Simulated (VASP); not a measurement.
# Si16As (a cell with a defect) in VASP: notebook

Runs on Si16As (a cell with a defect). Level: PBE. Tasks: single point.

Program: VASP 6.6.1. These are calculated values, not measurements. Logs are shortened: lines on timing, memory, paths and dates and some standing lists are left out, and cuts for length are marked.

## Step 1: The cell of the first run

The cell holds a defect, 17 atoms: a = 7.679 Å, b = 7.679 Å, c = 7.679 Å, α = 60.00°, β = 60.00°, γ = 60.00°.

## Step 2: Single point, PBE, collinear spin, zero start

INCAR reads:

```
SYSTEM = Si16As
ALGO = Normal
EDIFF = 1E-6
ENCUT = 520
GGA = PE
ISIF = 2
ISMEAR = 0
ISPIN = 2
LASPH = .True.
LCHARG = .True.
LELF = .True.
LORBIT = 11
LREAL = Auto
LVHAR = .True.
LWAVE = .False.
MAGMOM = 0 0 0 0 0 0 0 0 0 0 0 0 0 0 0 0 0
NBANDS = 52
NELM = 150
PREC = Accurate
SIGMA = 0.02
```

KPOINTS reads:

```
k-points
0
Gamma
  2 2 2
  0 0 0
```

POSCAR reads:

```
Si16As
1.0
    0.0000000000      5.4300000000      5.4300000000
    5.4300000000      0.0000000000      5.4300000000
    5.4300000000      5.4300000000      0.0000000000
Si As
16 1
Direct
   -0.0235209024     -0.0230599448      0.0711610497
    0.1272011971      0.1278422652      0.1388330571
    0.0132405157      0.0134103131      0.5117972376
    0.1019009208      0.1021631676      0.6953697974
    0.0175717311      0.4981590239     -0.0125595764
    0.1271988029      0.6076317680      0.1387266114
    0.0128267035      0.4632786372      0.5117230203
    0.1618547882      0.6120641805      0.6144717311
    0.4974724678      0.0182748619     -0.0126586556
    0.6072182320      0.1276703499      0.1385243094
    0.4628817680      0.0130506446      0.5114403315
    0.6115709945      0.1627494475      0.6144151934
    0.4975591160      0.4980283610     -0.0128003683
    0.6483500921      0.6490224678      0.0546823204
    0.5228769797      0.5237497238      0.4305340700
    0.6121341621      0.6118822284      0.6141905157
    0.8121167587      0.8133633517      0.5631515654
```

Potentials or basis: VASP PAW PBE potentials, release 64 (Si, As).

Command:

```
> cat potpaw_PBE.64/Si/POTCAR potpaw_PBE.64/As/POTCAR > POTCAR
> mpirun -np 1 vasp_std > vasp.out
```

OUTCAR:

```text
SYSTEM = Si16As
   EDIFF = 1E-6
   ENCUT = 520
   GGA = PE
   ISIF = 2
   ISMEAR = 0
   ISPIN = 2
   LASPH = .True.
   LORBIT = 11
   LREAL = Auto
   NELM = 150
   PREC = Accurate

 ion  position               nearest neighbor table
   1  0.976  0.977  0.071-   2 2.34  10 2.34   6 2.34   4 2.36
   2  0.127  0.128  0.139-   9 2.33   5 2.33   3 2.34   1 2.34
   3  0.013  0.013  0.512-   4 2.30   2 2.34  17 2.46   8 2.52  12 2.53
   4  0.102  0.102  0.695-   3 2.30  11 2.30   7 2.30   1 2.36
   5  0.018  0.498  0.987-   2 2.33   6 2.33   8 2.34  14 2.34
   6  0.127  0.608  0.139-  13 2.33   5 2.33   7 2.34   1 2.34
   7  0.013  0.463  0.512-   4 2.30   6 2.34  17 2.46   8 2.52  16 2.52
   8  0.162  0.612  0.614-  15 2.30   5 2.34  17 2.46   7 2.52   3 2.52
   9  0.497  0.018  0.987-   2 2.33  10 2.33  12 2.34  14 2.34
  10  0.607  0.128  0.139-   9 2.33  13 2.33  11 2.34   1 2.34
  11  0.463  0.013  0.511-   4 2.30  10 2.34  17 2.46  16 2.52  12 2.52
  12  0.612  0.163  0.614-  15 2.30   9 2.34  17 2.46  11 2.52   3 2.53
  13  0.498  0.498  0.987-  10 2.33   6 2.33  16 2.34  14 2.34
  14  0.648  0.649  0.055-   5 2.34  13 2.34   9 2.34  15 2.36
  15  0.523  0.524  0.431-  16 2.30  12 2.30   8 2.30  14 2.36
  16  0.612  0.612  0.614-  15 2.30  13 2.34  17 2.46   7 2.52  11 2.52
  17  0.812  0.813  0.563-  12 2.46  11 2.46   8 2.46   3 2.46   7 2.46  16 2.46

  LATTYP: Found a face centered cubic cell.
 ALAT       =    10.8600000000

  Lattice vectors:

 A1 = (   0.0000000000,   5.4300000000,   5.4300000000)
 A2 = (   5.4300000000,   0.0000000000,   5.4300000000)
 A3 = (   5.4300000000,   5.4300000000,   0.0000000000)

Analysis of symmetry for initial positions (statically):
=====================================================================
 Subroutine PRICEL returns:
 Original cell was already a primitive cell.

 Routine SETGRP: Setting up the symmetry group for a
 face centered cubic supercell.

 Subroutine GETGRP returns: Found  1 space group operations
 (whereof  1 operations were pure point group operations)
 out of a pool of 48 trial point group operations.

The static configuration has the point symmetry C_1 .

Analysis of symmetry for dynamics (positions and initial velocities):
=====================================================================
 Subroutine PRICEL returns:
 Original cell was already a primitive cell.

 Routine SETGRP: Setting up the symmetry group for a
 face centered cubic supercell.

 Subroutine GETGRP returns: Found  1 space group operations
 (whereof  1 operations were pure point group operations)
 out of a pool of 48 trial point group operations.

The dynamic configuration has the point symmetry C_1 .

Analysis of structural, dynamic, and magnetic symmetry:
=====================================================================
 Subroutine PRICEL returns:
 Original cell was already a primitive cell.

 Routine SETGRP: Setting up the symmetry group for a
 face centered cubic supercell.

 Subroutine GETGRP returns: Found  1 space group operations
 (whereof  1 operations were pure point group operations)
 out of a pool of 48 trial point group operations.

The overall configuration has the point symmetry C_1 .

 Subroutine INISYM returns: Found  1 space group operations
 (whereof  1 operations are pure point group operations),
 and found     1 'primitive' translations

----------------------------------------------------------------------------------------

                                     Primitive cell

  volume of cell :     320.2060

  direct lattice vectors                    reciprocal lattice vectors
     0.000000000  5.430000000  5.430000000    -0.092081031  0.092081031  0.092081031
     5.430000000  0.000000000  5.430000000     0.092081031 -0.092081031  0.092081031
     5.430000000  5.430000000  0.000000000     0.092081031  0.092081031 -0.092081031

  length of vectors
     7.679179644  7.679179644  7.679179644     0.159489025  0.159489025  0.159489025

  position of ions in fractional coordinates (direct lattice)
     0.976479098  0.976940055  0.071161050
     0.127201197  0.127842265  0.138833057
     0.013240516  0.013410313  0.511797238
     0.101900921  0.102163168  0.695369797
     0.017571731  0.498159024  0.987440424
     0.127198803  0.607631768  0.138726611
[... 9 lines left out ...]
     0.612134162  0.611882228  0.614190516
     0.812116759  0.813363352  0.563151565

  ion indices of the primitive-cell ions
   primitive index   ion index
                 1           1
                 2           2
                 3           3
                 4           4
                 5           5
                 6           6
[... 9 lines left out ...]
                16          16
                17          17

----------------------------------------------------------------------------------------

 KPOINTS: k-points

Automatic generation of k-mesh.
 Grid dimensions read from file:
[... 70 lines left out ...]
  Fermi-wavevector in a.u.,A,eV,Ry     =   0.981480  1.854728 13.106528  0.963303
  Thomas-Fermi vector in A             =   2.112490
   LORBIT       =     11    0 simple, 1 ext, 2 COOP (PROOUT), +10 PAW based schemes
   GGA     = PE    functional components
   LHFCALC =     F    Hartree Fock is set to
   AEXX    =    0.0000 exact exchange contribution
   IVDW    =     0    specifies the selected vdW correction
   LEPSILON=     F    determine dielectric tensor
   LRPA    =     F    only Hartree local field effects (RPA)
 spin polarized calculation
 Gauss-broadening in eV      SIGMA  =   0.02
  energy-cutoff  :      520.00
  volume of cell :      320.21
 maximum number of plane-waves:      8646
 NGX is ok and might be reduce to    60
   NGX = 29   NGY = 29   NGZ = 29

 number of electron      69.0000000 magnetization       0.0025878

 number of electron      69.0000000 magnetization      -0.0010712

 Free energy of the ion-electron system (eV)
  ---------------------------------------------------
  ext. energy  EPLUGINS =         0.00000000
  ---------------------------------------------------
  free energy    TOTEN  =       -86.67285829 eV

  energy without entropy =      -86.66754091  energy(sigma->0) =      -86.67019960

 E-fermi :   6.7594     XC(G=0):  -9.7515

 val. band max:        6.7579062717   @ k =   0.5000   0.5000   0.5000
 cond. band min:       6.7805062374   @ k =   0.5000   0.0000   0.5000
 fundamental gap:      0.0225999658
 Fermi energy:         6.7593515831

 spin component 1

 k-point     1 :       0.0000    0.0000    0.0000
  band No.  band energies     occupation
      1      -7.1784      1.00000
      2      -4.6454      1.00000
      3      -3.6825      1.00000
      4      -3.6791      1.00000
      5      -3.5072      1.00000
      6      -3.0340      1.00000
[... 381 lines left out ...]
     45      10.3094      0.00000
     46      10.3167      0.00000
 Fermi energy:         6.7593515831

 spin component 2

 k-point     1 :       0.0000    0.0000    0.0000
  band No.  band energies     occupation
      1      -7.1785      1.00000
      2      -4.6455      1.00000
      3      -3.6825      1.00000
      4      -3.6792      1.00000
      5      -3.5073      1.00000
      6      -3.0341      1.00000
[... 381 lines left out ...]
     45      10.3093      0.00000
     46      10.3166      0.00000
 [bands above 46 left out]

------------------------ aborting loop because EDIFF is reached ----------------------------------------

  FORCE on cell =-STRESS in cart. coord.  units (eV):
  Direction    XX          YY          ZZ          XY          YZ          ZX
  --------------------------------------------------------------------------------------
  -------------------------------------------------------------------------------------
  Total       10.8216316     10.8159995     10.9310801     -2.2450016      2.3391563      2.3329449
  in kB       54.1469306     54.1187498     54.6945652    -11.2330515     11.7041625     11.6730833
  external PRESSURE =      54.3200819 kB  Pullay stress =       0.0000000 kB

 VOLUME and BASIS-vectors are now :
 -----------------------------------------------------------------------------
  energy-cutoff  :      520.00
  volume of cell :      320.21
      direct lattice vectors                 reciprocal lattice vectors
     0.000000000  5.430000000  5.430000000    -0.092081031  0.092081031  0.092081031
     5.430000000  0.000000000  5.430000000     0.092081031 -0.092081031  0.092081031
     5.430000000  5.430000000  0.000000000     0.092081031  0.092081031 -0.092081031

 POSITION                                       TOTAL-FORCE (eV/Angst)
 -----------------------------------------------------------------------------------
      5.69119      5.68869     10.60707        -0.008141     -0.006999      0.007313
      1.44805      1.44457      1.38489        -0.003646     -0.004368     -0.005871
      2.85188      2.85096      0.14471         0.006807      0.007947      0.028891
      4.33060      4.32918      1.10807        -0.011749     -0.013667      0.014067
      8.06680      5.45722      2.80042         0.002968     -0.004937     -0.001592
      4.05273      1.44397      3.99013         0.006638     -0.004693      0.001878
[... 9 lines left out ...]
      6.65758      6.65894      6.64641        -0.006395     -0.009975     -0.031062
      7.47448      7.46771      8.82636        -0.003723      0.000025      0.000576
 -----------------------------------------------------------------------------------
    total drift:                                0.000523     -0.000832      0.002515

  FREE ENERGIE OF THE ION-ELECTRON SYSTEM (eV)
  ---------------------------------------------------
  free  energy   TOTEN  =       -86.6728582853 eV

  energy  without entropy=      -86.6675409077  energy(sigma->0) =      -86.67019960

 total charge

# of ion       s       p       d       tot
------------------------------------------
    1        0.749   0.930   0.000   1.679
    2        0.744   0.951   0.000   1.695
    3        0.773   0.887   0.000   1.660
    4        0.761   0.950   0.000   1.711
    5        0.744   0.951   0.000   1.695
    6        0.744   0.951   0.000   1.695
[... 9 lines left out ...]
   16        0.772   0.887   0.000   1.660
   17        1.300   1.467   0.111   2.877
--------------------------------------------------
tot         13.419  16.256   0.111  29.786

 magnetization (x)

# of ion       s       p       d       tot
------------------------------------------
    1       -0.000  -0.000   0.000  -0.000
    2       -0.000  -0.000   0.000  -0.000
    3        0.000   0.000   0.000   0.000
    4       -0.000  -0.000   0.000  -0.000
    5       -0.000  -0.000   0.000  -0.000
    6       -0.000  -0.000   0.000  -0.000
[... 9 lines left out ...]
   16        0.000   0.000   0.000   0.000
   17        0.000  -0.000  -0.000  -0.000
--------------------------------------------------
tot         -0.000  -0.001  -0.000  -0.001
```

Run time: 5.8 min. Hardware: 1 thread of Intel Xeon 6975P-C (Granite Rapids), shared host; peak memory 0.69 GiB.

Results:

| Property | Result |
| --- | --- |
| Free energy | -86.6729 eV |
| Pressure | 5.4 GPa |
| Largest force | 0.039 eV/Å |
| Net moment | 0.00 μB per cell |
| Valence electrons inside the program's atomic spheres | Si 1.68, 1.70, 1.66, 1.71 (each value once); As 2.88 |

Forces on the atoms (eV/Å):
```
Si  -0.008 -0.007  0.007
Si  -0.004 -0.004 -0.006
Si   0.007  0.008  0.029
Si  -0.012 -0.014  0.014
Si   0.003 -0.005 -0.002
Si   0.007 -0.005  0.002
Si  -0.033  0.013 -0.006
Si  -0.013  0.035  0.012
Si  -0.007  0.006 -0.002
Si  -0.004  0.004  0.003
Si   0.015 -0.035 -0.009
Si   0.033 -0.013  0.007
Si   0.003  0.005  0.004
Si   0.010  0.008 -0.010
Si   0.012  0.014 -0.014
Si  -0.006 -0.010 -0.031
As  -0.004  0.000  0.001
```

Stress tensor (GPa, compression positive):
```
 5.41 -1.12  1.17
-1.12  5.41  1.17
 1.17  1.17  5.47
```

Levels at points of the mesh, in eV from the Fermi level:
Spin up:
| k point | band 31 | band 32 | band 33 | band 34 | band 35 | band 36 | band 37 | band 38 |
| --- | --- | --- | --- | --- | --- | --- | --- | --- |
| (0.00, 0.00, 0.00) | -1.36 | -0.63 | -0.60 | -0.60 | -0.10 | -0.09 | 0.28 | 0.28 |
| (0.50, 0.00, 0.00) | -1.52 | -1.37 | -1.30 | -0.73 | -0.01 | 0.67 | 0.88 | 1.07 |
| (0.00, 0.50, 0.00) | -1.52 | -1.37 | -1.30 | -0.73 | 0.00 | 0.67 | 0.88 | 1.07 |
| (0.00, 0.00, 0.50) | -1.31 | -1.24 | -1.24 | -0.71 | 0.37 | 0.37 | 1.03 | 1.07 |
| (0.50, 0.50, 0.50) | -1.52 | -1.37 | -1.30 | -0.73 | 0.00 | 0.67 | 0.88 | 1.07 |
| (0.50, 0.50, 0.00) | -1.83 | -1.69 | -1.03 | -0.88 | 0.02 | 1.24 | 1.35 | 1.74 |
| (0.00, 0.50, 0.50) | -1.83 | -1.69 | -1.03 | -0.88 | 0.02 | 1.24 | 1.35 | 1.74 |
| (0.50, 0.00, 0.50) | -1.83 | -1.69 | -1.04 | -0.88 | 0.02 | 1.23 | 1.35 | 1.74 |
Spin down:
```tsv
k point	band 31	band 32	band 33	band 34	band 35	band 36	band 37	band 38
(0.00, 0.00, 0.00)	-1.36	-0.63	-0.60	-0.60	-0.10	-0.09	0.28	0.28
(0.50, 0.00, 0.00)	-1.52	-1.37	-1.30	-0.73	0.00	0.67	0.88	1.07
(0.00, 0.50, 0.00)	-1.52	-1.37	-1.30	-0.73	0.00	0.67	0.88	1.07
(0.00, 0.00, 0.50)	-1.31	-1.24	-1.24	-0.71	0.37	0.37	1.03	1.07
(0.50, 0.50, 0.50)	-1.52	-1.37	-1.30	-0.73	0.00	0.67	0.88	1.07
(0.50, 0.50, 0.00)	-1.83	-1.69	-1.03	-0.88	0.02	1.24	1.35	1.74
(0.00, 0.50, 0.50)	-1.83	-1.69	-1.03	-0.88	0.02	1.24	1.35	1.74
(0.50, 0.00, 0.50)	-1.83	-1.69	-1.04	-0.88	0.02	1.23	1.35	1.74
```

Caveat: the k points lie up to 0.50 Å⁻¹ apart; no moment was typed at the start, so none could form.

## Step 3: Single point, PBE, collinear spin, zero start

INCAR is that of step 2.

KPOINTS is that of step 2.

POSCAR reads:

```
Si16As
1.0
    0.0000000000      5.4300000000      5.4300000000
    5.4300000000      0.0000000000      5.4300000000
    5.4300000000      5.4300000000      0.0000000000
Si As
16 1
Direct
    0.0131416206      0.0130631676     -0.0370823204
    0.1270369245      0.1275310313      0.1075039595
   -0.0240783610     -0.0235063536      0.4765897790
    0.1014115101      0.1017162983      0.6018308471
    0.0172330571      0.4978566298     -0.0020673112
    0.1617167587      0.6120688766      0.1120917127
    0.0132977901      0.4628038674      0.5130598527
    0.1270350829      0.6074043278      0.6276354512
    0.4973886740      0.0180779926     -0.0020941989
    0.6117669429      0.1629562615      0.1115085635
    0.4624549724      0.0136153775      0.5133558932
    0.6068301105      0.1276216390      0.6277253223
    0.5227843462      0.5239134438      0.0240607735
    0.6482521179      0.6490543278      0.1492232044
    0.4973661142      0.4978011050      0.5182506446
    0.6117522099      0.6113908840      0.6631380295
    0.8115948435      0.8130042357      0.3132885820
```

Potentials or basis: VASP PAW PBE potentials, release 64 (Si, As).

Command:

```
> cat potpaw_PBE.64/Si/POTCAR potpaw_PBE.64/As/POTCAR > POTCAR
> mpirun -np 1 vasp_std > vasp.out
```

Run time: 5.6 min. Hardware: 1 thread of Intel Xeon 6975P-C (Granite Rapids), shared host; peak memory 0.69 GiB.

The run converged. Its results:

```
Free energy                                           : -86.6727 eV
Pressure                                              : 5.4 GPa
Largest force                                         : 0.058 eV/Å
Net moment                                            : 0.00 μB per cell
Valence electrons inside the program's atomic spheres : Si 1.66, 1.70, 1.68, 1.71 (each value once); As 2.88
```

Forces in eV/Å, atoms in the order of the input:
```
Si  -0.020 -0.016  0.012
Si  -0.004 -0.001 -0.005
Si   0.015  0.014  0.015
Si   0.019  0.024  0.024
Si   0.006  0.004  0.003
Si  -0.008  0.026  0.025
Si  -0.020  0.010 -0.015
Si  -0.004 -0.005  0.000
Si   0.010  0.002  0.000
Si   0.018 -0.005  0.012
Si   0.014 -0.025 -0.026
Si  -0.011  0.002  0.003
Si  -0.029 -0.035 -0.036
Si  -0.008 -0.008 -0.007
Si   0.008  0.000  0.002
Si   0.019  0.012 -0.006
As  -0.005 -0.001 -0.002
```

Stress tensor (GPa, compression positive):
```
 5.39 -1.11 -1.14
-1.11  5.40 -1.15
-1.14 -1.15  5.42
```

Levels at points of the mesh, in eV from the Fermi level:
Spin up:
| k point | band 30 | band 31 | band 32 | band 33 | band 34 | band 35 | band 36 | band 37 | band 38 | band 39 |
| --- | --- | --- | --- | --- | --- | --- | --- | --- | --- | --- |
| (0.00, 0.00, 0.00) | -1.54 | -1.36 | -0.64 | -0.60 | -0.60 | -0.10 | -0.10 | 0.27 | 0.27 | 0.72 |
| (0.50, 0.00, 0.00) | -1.63 | -1.53 | -1.37 | -1.31 | -0.74 | 0.00 | 0.67 | 0.87 | 1.06 | 1.27 |
| (0.00, 0.50, 0.00) | -1.62 | -1.53 | -1.37 | -1.31 | -0.74 | 0.00 | 0.67 | 0.87 | 1.06 | 1.27 |
| (0.00, 0.00, 0.50) | -1.63 | -1.53 | -1.37 | -1.31 | -0.74 | 0.00 | 0.67 | 0.88 | 1.06 | 1.27 |
| (0.50, 0.50, 0.50) | -1.32 | -1.32 | -1.23 | -1.23 | -0.72 | 0.37 | 0.37 | 1.03 | 1.07 | 1.07 |
| (0.50, 0.50, 0.00) | -1.96 | -1.83 | -1.70 | -1.03 | -0.88 | 0.02 | 1.23 | 1.34 | 1.74 | 1.80 |
| (0.00, 0.50, 0.50) | -1.96 | -1.83 | -1.69 | -1.04 | -0.88 | 0.02 | 1.23 | 1.34 | 1.74 | 1.80 |
| (0.50, 0.00, 0.50) | -1.96 | -1.83 | -1.69 | -1.03 | -0.88 | 0.02 | 1.23 | 1.34 | 1.74 | 1.80 |
Spin down:
```csv
k point,band 32,band 33,band 34,band 35,band 36,band 37
"(0.00, 0.00, 0.00)",-0.64,-0.60,-0.60,-0.10,-0.10,0.27
"(0.50, 0.00, 0.00)",-1.37,-1.31,-0.74,0.00,0.67,0.87
"(0.00, 0.50, 0.00)",-1.37,-1.31,-0.74,0.00,0.67,0.87
"(0.00, 0.00, 0.50)",-1.37,-1.31,-0.74,0.00,0.67,0.88
"(0.50, 0.50, 0.50)",-1.23,-1.23,-0.72,0.37,0.37,1.03
"(0.50, 0.50, 0.00)",-1.70,-1.03,-0.88,0.02,1.23,1.34
"(0.00, 0.50, 0.50)",-1.69,-1.04,-0.88,0.02,1.23,1.34
"(0.50, 0.00, 0.50)",-1.69,-1.03,-0.88,0.02,1.23,1.34
```

Caveat: the k points lie up to 0.50 Å⁻¹ apart; no moment was typed at the start, so none could form.
